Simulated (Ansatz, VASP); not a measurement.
# One calculation of Sr3Al2O, two programs

```xyz
6
Lattice="3.6099 2.0842 3.6270 -3.6099 2.0842 3.6270 0.0000 -4.1684 3.6270" Properties=species:S:1:pos:R:3 pbc="T T T"
Sr   -1.8050   -1.0421    3.6270
Sr    0.0000    2.0842    3.6270
Sr    1.8050   -1.0421    3.6270
Al    0.0000    0.0000    1.1947
Al    0.0000    0.0000    9.6864
O     0.0000    0.0000    5.4406
```

Change from the starting cell: species swapped into the Eu2Al3Ag type (R-3m, No. 166).

Alike in both runs: functional PBE; k mesh 6 × 6 × 6; occupations gaussian, width 0.1 eV; no spin polarisation.

Ansatz relaxed the structure, and its values are those at the end. VASP's run is a single point on that final structure, the one shown.

|  | VASP | Ansatz |
| --- | --- | --- |
| version | VASP 6.6.1 | Ansatz 0.2.0 |
| potentials or method | VASP PAW PBE potentials, release 64 (Sr_sv, Al, O), cutoff 520 eV | scalar-relativistic, plane waves, PAW |
| valence electrons in the cell | 42 | 42 |

|  | VASP | Ansatz | Ansatz less VASP |
| --- | --- | --- | --- |
| gap on the k mesh at the Fermi level (eV) | none | none | - |
| pressure (GPa) | 0.1 | 0.0 | -0.11 |
| rms of the force components (eV/Å) | 0.003 | 0.001 | -0.0029 |

A gap of «none» marks a metal or a gap that the smearing closes.
